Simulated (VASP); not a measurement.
# MnS (F-43m) in VASP: further runs

MnS is run at these levels: r2SCAN, PBE; tasks: electric field gradients.

All numbers are computed with VASP 6.6.1; they aren't measurements. Logs are shortened: lines on timing, memory, paths and dates and some standing lists are left out, and cuts for length are marked.

### Step 1. The cell of the first run

Symmetry: F-43m, No. 216, cubic system. Conventional cell: a = 5.600 Å, b = 5.600 Å, c = 5.600 Å, α = 90.00°, β = 90.00°, γ = 90.00°. Within 3.2 Å of Mn (site symmetry -43m) lie 4 S at 2.42 Å. Within 3.2 Å of S (site symmetry -43m) lie 4 Mn at 2.42 Å.

### Step 2. Electric field gradients, r2SCAN, collinear spin, ferromagnetic start

POSCAR reads:

```
MnS
1.0
    0.0000000000      2.8000000000      2.8000000000
    2.8000000000      0.0000000000      2.8000000000
    2.8000000000      2.8000000000      0.0000000000
Mn S
1 1
Direct
    0.0000000000      0.0000000000      0.0000000000
    0.7500000000      0.7500000000      0.7500000000
```

INCAR.step1 reads:

```
ALGO     = Normal         # electronic algorithm
EDIFF    = 1E-4           # SCF threshold, eV
ENCUT    = 520            # plane-wave cutoff, eV
GGA      = PE             # functional
ISMEAR   = -1             # smearing method
ISPIN    = 2              # spin polarisation
LASPH    = True           # aspherical terms in the spheres
LCHARG   = False          # write CHGCAR
LMAXMIX  = 4              # l up to which the mixer works
LREAL    = False          # projectors in reciprocal space
LWAVE    = True           # write WAVECAR
MAGMOM   = 4 0            # initial moments
NBANDS   = 20             # bands
NELM     = 150            # most SCF steps
PREC     = Accurate       # precision mode
SIGMA    = 0.05           # smearing width, eV
```

INCAR.step2 reads:

```
ALGO     = Normal         # electronic algorithm
EDIFF    = 1E-8           # SCF threshold, eV
ENCUT    = 520            # plane-wave cutoff, eV
ISIF     = 2              # what is computed and relaxed
ISMEAR   = -1             # smearing method
ISPIN    = 2              # spin polarisation
ISTART   = 1            
LASPH    = True           # aspherical terms in the spheres
LCHARG   = False          # write CHGCAR
LEFG     = True         
LMAXMIX  = 4              # l up to which the mixer works
LMIXTAU  = True         
LORBIT   = 11             # projections on sites
LREAL    = False          # projectors in reciprocal space
LWAVE    = False          # write WAVECAR
MAGMOM   = 4 0            # initial moments
METAGGA  = R2SCAN         # meta-GGA
NBANDS   = 20             # bands
NELM     = 150            # most SCF steps
PREC     = Accurate       # precision mode
SIGMA    = 0.05           # smearing width, eV
```

KPOINTS reads:

```
k-points
0
Gamma
  10 10 10
```

Potentials or basis: VASP PAW PBE potentials, release 64 (Mn_pv, S).

The run is started by

```console
cat potpaw_PBE.64/Mn_pv/POTCAR potpaw_PBE.64/S/POTCAR > POTCAR
cp INCAR.step1 INCAR
mpirun -np 1 vasp_std > vasp.out
cp INCAR.step2 INCAR
mpirun -np 1 vasp_std > vasp.out
```

OUTCAR:

```text
EDIFF = 1E-8
   ENCUT = 520
   ISIF = 2
   ISMEAR = -1
   ISPIN = 2
   ISTART = 1
   LASPH = True
   LORBIT = 11
   LREAL = False
   METAGGA = R2SCAN
   NELM = 150
   PREC = Accurate

 ion  position               nearest neighbor table
   1  0.000  0.000  0.000-   2 2.42   2 2.42   2 2.42   2 2.42
   2  0.750  0.750  0.750-   1 2.42   1 2.42   1 2.42   1 2.42

  LATTYP: Found a face centered cubic cell.
 ALAT       =     5.6000000000

  Lattice vectors:

 A1 = (   0.0000000000,   2.8000000000,   2.8000000000)
 A2 = (   2.8000000000,   0.0000000000,   2.8000000000)
 A3 = (   2.8000000000,   2.8000000000,   0.0000000000)

Analysis of symmetry for initial positions (statically):
=====================================================================
 Subroutine PRICEL returns:
 Original cell was already a primitive cell.

 Routine SETGRP: Setting up the symmetry group for a
 face centered cubic supercell.

 Subroutine GETGRP returns: Found 24 space group operations
 (whereof 24 operations were pure point group operations)
 out of a pool of 48 trial point group operations.

The static configuration has the point symmetry T_d .

Analysis of symmetry for dynamics (positions and initial velocities):
=====================================================================
 Subroutine PRICEL returns:
 Original cell was already a primitive cell.

 Routine SETGRP: Setting up the symmetry group for a
 face centered cubic supercell.

 Subroutine GETGRP returns: Found 24 space group operations
 (whereof 24 operations were pure point group operations)
 out of a pool of 48 trial point group operations.

The dynamic configuration has the point symmetry T_d .

Analysis of structural, dynamic, and magnetic symmetry:
=====================================================================
 Subroutine PRICEL returns:
 Original cell was already a primitive cell.

 Routine SETGRP: Setting up the symmetry group for a
 face centered cubic supercell.

 Subroutine GETGRP returns: Found 24 space group operations
 (whereof 24 operations were pure point group operations)
 out of a pool of 48 trial point group operations.

The overall configuration has the point symmetry T_d .

 Subroutine INISYM returns: Found 24 space group operations
 (whereof 24 operations are pure point group operations),
 and found     1 'primitive' translations

----------------------------------------------------------------------------------------

                                     Primitive cell

  volume of cell :      43.9040

  direct lattice vectors                    reciprocal lattice vectors
     0.000000000  2.800000000  2.800000000    -0.178571429  0.178571429  0.178571429
     2.800000000  0.000000000  2.800000000     0.178571429 -0.178571429  0.178571429
     2.800000000  2.800000000  0.000000000     0.178571429  0.178571429 -0.178571429

  length of vectors
     3.959797975  3.959797975  3.959797975     0.309294787  0.309294787  0.309294787

  position of ions in fractional coordinates (direct lattice)
     0.000000000  0.000000000  0.000000000
     0.750000000  0.750000000  0.750000000

  ion indices of the primitive-cell ions
   primitive index   ion index
                 1           1
                 2           2

----------------------------------------------------------------------------------------

 KPOINTS: k-points

Automatic generation of k-mesh.
 Grid dimensions read from file:
 generate k-points for:   10   10   10

 Generating k-lattice:

[... 51 lines left out ...]
 SYSTEM =  unknown system
   PREC   = accura    normal or accurate (medium, high low for compatibility)
   ISTART =      1    job   : 0-new  1-cont  2-samecut
   ICHARG =      0    charge: 1-file 2-atom 10-const
   ISPIN  =      2    spin polarized calculation?
   LNONCOLLINEAR =      F non collinear calculations
   LSORBIT =      F    spin-orbit coupling
   LASPH  =      T    aspherical Exc in radial PAW
   ENCUT  =  520.0 eV  38.22 Ry    6.18 a.u.   7.36  7.36  7.36*2*pi/ulx,y,z
   NELM   =    150;   NELMIN=  2; NELMDL=  0     # of ELM steps
   EDIFF  = 0.1E-07   stopping-criterion for ELM
   LREAL  =      F    real-space projection
   EDIFFG = 0.1E-06   stopping-criterion for IOM
   NSW    =      0    number of steps for IOM
   IBRION =     -1    ionic relax: 0-MD 1-quasi-New 2-CG
   NFREE  =      0    steps in history (QN), initial steepest desc. (CG)
   ISIF   =      2    stress and relaxation
   ISYM   =      2    0-nonsym 1-usesym 2-fastsym
   POTIM  = 0.5000    time-step for ionic-motion
   TEBEG  =    0.0;   TEEND  =   0.0 temperature during run
   PSTRESS=    0.0 pullay stress
   NELECT =      19.0000    total number of electrons
   NUPDOWN=      -1.0000    fix difference up-down
   EMIN   =  10.00;   EMAX   =-10.00  energy-range for DOS
   EFERMI =   0.00;   METHOD = LEGACY
   ISMEAR =    -1;   SIGMA  =   0.05  broadening in eV -4-tet -1-fermi 0-gaus
   EFERMI_NEDOS =   21; number of points for ismear=-14 and -15
   IALGO  =     38    algorithm
   IMIX   =      4    mixing-type and parameters
     AMIX     =   0.40;   BMIX     =  1.00
     AMIX_MAG =   1.60;   BMIX_MAG =  1.00
  volume/ion in A,a.u.               =      21.95       148.14
  Fermi-wavevector in a.u.,A,eV,Ry     =   1.238297  2.340041 20.862879  1.533378
  Thomas-Fermi vector in A             =   2.372828
   LORBIT       =     11    0 simple, 1 ext, 2 COOP (PROOUT), +10 PAW based schemes
   METAGGA = R2SCAN    functional components
   LHFCALC =     F    Hartree Fock is set to
   AEXX    =    0.0000 exact exchange contribution
   IVDW    =     0    specifies the selected vdW correction
   LEPSILON=     F    determine dielectric tensor
   LRPA    =     F    only Hartree local field effects (RPA)
 spin polarized calculation
  energy-cutoff  :      520.00
  volume of cell :       43.90
 maximum number of plane-waves:      1243
 NGX is ok and might be reduce to    30
   NGX = 15   NGY = 15   NGZ = 15

 number of electron      18.9999987 magnetization       4.9999208

 Free energy of the ion-electron system (eV)
  ---------------------------------------------------
  ext. energy  EPLUGINS =         0.00000000
  ---------------------------------------------------
  free energy    TOTEN  =       -24.87436374 eV

  energy without entropy =      -24.87433220  energy(sigma->0) =      -24.87434797

 E-fermi :   4.6657     XC(G=0):  -9.8670

 val. band max:        4.4158553017   @ k =   0.0000   0.0000   0.0000
 cond. band min:       4.9887826680   @ k =   0.5000   0.5000   0.0000
 fundamental gap:      0.5729273663
 Fermi energy:         4.6656711645

 spin component 1

 k-point     1 :       0.0000    0.0000    0.0000
  band No.  band energies     occupation
      1     -48.7355      1.00000
      2     -48.7355      1.00000
      3     -48.7354      1.00000
      4     -10.1052      1.00000
      5      -0.9063      1.00000
      6      -0.9063      1.00000
[... 541 lines left out ...]
     19      19.3045      0.00000
     20      20.0071      0.00000

 [... further k-points ...]

 spin component 2

 k-point     1 :       0.0000    0.0000    0.0000
  band No.  band energies     occupation
      1     -42.5490      1.00000
      2     -42.5490      1.00000
      3     -42.5489      1.00000
      4      -9.7727      1.00000
      5       1.0999      1.00000
      6       1.0999      1.00000
[... 541 lines left out ...]
     19      20.3082      0.00000
     20      21.0565      0.00000

 [... further k-points ...]
[... 5 lines left out ...]
  --------------------------------------------------------------------------------------
  -------------------------------------------------------------------------------------
  Total        0.5061848      0.5061848      0.5061848      0.0000000      0.0000000      0.0000000
  in kB       18.4720701     18.4720701     18.4720701      0.0000000      0.0000000      0.0000000
  external PRESSURE =      18.4720701 kB  Pullay stress =       0.0000000 kB

 VOLUME and BASIS-vectors are now :
 -----------------------------------------------------------------------------
  energy-cutoff  :      520.00
  volume of cell :       43.90
      direct lattice vectors                 reciprocal lattice vectors
     0.000000000  2.800000000  2.800000000    -0.178571429  0.178571429  0.178571429
     2.800000000  0.000000000  2.800000000     0.178571429 -0.178571429  0.178571429
     2.800000000  2.800000000  0.000000000     0.178571429  0.178571429 -0.178571429

 POSITION                                       TOTAL-FORCE (eV/Angst)
 -----------------------------------------------------------------------------------
      0.00000      0.00000      0.00000         0.000000      0.000000      0.000000
      4.20000      4.20000      4.20000        -0.000000     -0.000000     -0.000000
 -----------------------------------------------------------------------------------
    total drift:                               -0.000001     -0.000001     -0.000001

  FREE ENERGIE OF THE ION-ELECTRON SYSTEM (eV)
  ---------------------------------------------------
  free  energy   TOTEN  =       -24.8743637440 eV

  energy  without entropy=      -24.8743321955  energy(sigma->0) =      -24.87434797

 Electric field gradients (V/A^2)
---------------------------------------------------------------------
 ion       V_xx      V_yy      V_zz      V_xy      V_xz      V_yz
---------------------------------------------------------------------
   1      -0.000    -0.000    -0.000     0.004     0.004     0.004
   2      -0.000    -0.000     0.000    -0.000    -0.000    -0.000
---------------------------------------------------------------------

 Electric field gradients after diagonalization (V/A^2)
 (convention: |V_zz| > |V_xx| > |V_yy|)
----------------------------------------------------------------------
 ion       V_xx      V_yy      V_zz     asymmetry (V_yy - V_xx)/ V_zz
----------------------------------------------------------------------
   1      -0.004    -0.004     0.009       0.000
   2       0.000     0.000    -0.001       0.000
----------------------------------------------------------------------

           NMR quadrupolar parameters

 Cq : quadrupolar parameter    Cq=e*Q*V_zz/h
 eta: asymmetry parameters     (V_yy - V_xx)/ V_zz
 Q  : nuclear electric quadrupole moment in mb (millibarn)
----------------------------------------------------------------------
 ion       Cq(MHz)       eta       Q (mb)
----------------------------------------------------------------------
   1       0.000       0.000       1.000
   2      -0.000       0.000       1.000
----------------------------------------------------------------------

 total charge

# of ion       s       p       d       tot
------------------------------------------
    1        0.272   6.212   4.879  11.363
    2        1.302   2.498   0.000   3.800
--------------------------------------------------
tot          1.574   8.711   4.879  15.163

 magnetization (x)

# of ion       s       p       d       tot
------------------------------------------
    1        0.048   0.064   4.352   4.464
    2        0.013   0.064   0.000   0.077
--------------------------------------------------
tot          0.061   0.128   4.352   4.541
```

It took 7.1 min on 1 thread of Intel Xeon Platinum 8259CL at 2.50GHz (Skylake/Cascade Lake), shared host; peak memory 0.23 GiB.

Results:

```yaml
Free_energy: -24.8744 eV
Pressure: 1.8 GPa
Band_gap_on_the_k_mesh: 0.57 eV, indirect (least direct gap 1.24 eV)
Net_moment: 5.00 μB per cell
Site_moments: Mn +4.46; S +0.08 μB
Valence_electrons_inside_the_program's_atomic_spheres: Mn 11.36; S 3.80
```

Caveat: without QUAD_EFG the Cq values of the log hold for a quadrupole moment of 1 mb, not for the nuclei; the PAW data sets were made with another functional, which shifts forces and pressure a little; a cell with one magnetic atom can't hold antiferromagnetic order, which such compounds often take. r2SCAN opens gaps a little over a GGA but as a rule still falls short of measured ones.

### Step 3. Electric field gradients, PBE, non-collinear spin, typed start, spin-orbit coupling

INCAR reads:

```
SYSTEM = MnS
PREC = Accurate ; ENCUT = 520
EDIFF = 1E-8 ; ISMEAR = -1
SIGMA = 0.05 ; LREAL = .False.
LASPH = .True. ; NELM = 150
ALGO = Normal ; ISIF = 2
LWAVE = .False. ; LCHARG = .False.
LNONCOLLINEAR = .True. ; MAGMOM = 0 0 4 0 0 0
LORBIT = 11 ; LSORBIT = .True.
GGA_COMPAT = .False. ; LORBMOM = .True.
LMAXMIX = 4 ; GGA = PE
LEFG = .True. ; NBANDS = 31
```

KPOINTS reads:

```
Automatic mesh
0
Gamma
  10 10 10
  0 0 0
```

POSCAR is that of step 2.

Potentials or basis: VASP PAW PBE potentials, release 64 (Mn_pv, S).

The run is started by

```console
cat potpaw_PBE.64/Mn_pv/POTCAR potpaw_PBE.64/S/POTCAR > POTCAR
mpirun -np 1 vasp_ncl > vasp.out
```

OUTCAR:

```text
SYSTEM = MnS
   PREC = Accurate
   ENCUT = 520
   EDIFF = 1E-8
   ISMEAR = -1
   LREAL = .False.
   LASPH = .True.
   NELM = 150
   ISIF = 2
   LNONCOLLINEAR = .True.
   LORBIT = 11
   LSORBIT = .True.
   GGA = PE

 ion  position               nearest neighbor table
   1  0.000  0.000  0.000-   2 2.42   2 2.42   2 2.42   2 2.42
   2  0.750  0.750  0.750-   1 2.42   1 2.42   1 2.42   1 2.42

  LATTYP: Found a face centered cubic cell.
 ALAT       =     5.6000000000

  Lattice vectors:

 A1 = (   0.0000000000,   2.8000000000,   2.8000000000)
 A2 = (   2.8000000000,   0.0000000000,   2.8000000000)
 A3 = (   2.8000000000,   2.8000000000,   0.0000000000)

Analysis of symmetry for initial positions (statically):
=====================================================================
 Subroutine PRICEL returns:
 Original cell was already a primitive cell.

 Routine SETGRP: Setting up the symmetry group for a
 face centered cubic supercell.

 Subroutine GETGRP returns: Found 24 space group operations
 (whereof 24 operations were pure point group operations)
 out of a pool of 48 trial point group operations.

The static configuration has the point symmetry T_d .

[... 1107 lines left out ...]
     0.0000000     0.0000000     0.0000000     0.0000000     0.0000000     0.0000000     0.0000000
     0.0000000     0.0000000     0.0000000     0.0000000     0.0000000     0.0000000     0.0000000
     0.0000000     0.0000000     0.0000000     0.0000000     0.0000000     0.0000000     0.0000000
     0.0000000     0.0000000     0.0000000     0.0000000     0.0000000     0.0000000     0.0000000

 Ion:    2  E_soc:     -0.0017002
 l=   1
     0.0000000    -0.0002707    -0.0003087
    -0.0002707     0.0000000    -0.0002707
    -0.0003087    -0.0002707     0.0000000
 l=   2
     0.0000000     0.0000000     0.0000000     0.0000000     0.0000000
     0.0000000     0.0000000     0.0000000     0.0000000     0.0000000
     0.0000000     0.0000000     0.0000000     0.0000000     0.0000000
     0.0000000     0.0000000     0.0000000     0.0000000     0.0000000
     0.0000000     0.0000000     0.0000000     0.0000000     0.0000000
 l=   3
     0.0000000     0.0000000     0.0000000     0.0000000     0.0000000     0.0000000     0.0000000
     0.0000000     0.0000000     0.0000000     0.0000000     0.0000000     0.0000000     0.0000000
     0.0000000     0.0000000     0.0000000     0.0000000     0.0000000     0.0000000     0.0000000
     0.0000000     0.0000000     0.0000000     0.0000000     0.0000000     0.0000000     0.0000000
     0.0000000     0.0000000     0.0000000     0.0000000     0.0000000     0.0000000     0.0000000
     0.0000000     0.0000000     0.0000000     0.0000000     0.0000000     0.0000000     0.0000000
     0.0000000     0.0000000     0.0000000     0.0000000     0.0000000     0.0000000     0.0000000

 total charge

# of ion       s       p       d       tot
------------------------------------------
    1        0.261   6.212   4.902  11.375
    2        1.315   2.449   0.000   3.764
--------------------------------------------------
tot          1.575   8.661   4.902  15.139

 magnetization (x)

# of ion       s       p       d       tot
------------------------------------------
    1        0.000   0.000   0.000   0.000
    2        0.000   0.000   0.000   0.000
--------------------------------------------------
tot          0.000   0.000   0.000   0.000

 magnetization (y)

# of ion       s       p       d       tot
------------------------------------------
    1        0.000   0.000   0.000   0.000
    2        0.000   0.000   0.000   0.000
--------------------------------------------------
tot          0.000   0.000   0.000   0.000

 magnetization (z)

# of ion       s       p       d       tot
------------------------------------------
    1        0.049   0.066   4.212   4.326
    2        0.012   0.076   0.000   0.087
--------------------------------------------------
tot          0.061   0.141   4.212   4.414
```

Run time: 22 min. Hardware: 1 thread of Intel Xeon Platinum 8259CL at 2.50GHz (Skylake/Cascade Lake), shared host; peak memory 0.63 GiB.

Results:

| Property | Result |
| --- | --- |
| Free energy | -14.0995 eV |
| Pressure | 1.1 GPa |
| Net moment | 4.92 μB per cell |
| Valence electrons inside the program's atomic spheres | Mn 11.38; S 3.76 |

Moments on the atoms (μB; x, y, z):
```
Mn  0.00 0.00 4.33
S   0.00 0.00 0.09
```

Caveat: without QUAD_EFG the Cq values of the log hold for a quadrupole moment of 1 mb, not for the nuclei; a cell with one magnetic atom can't hold antiferromagnetic order, which such compounds often take.

(Continued in part 2 of 2.)
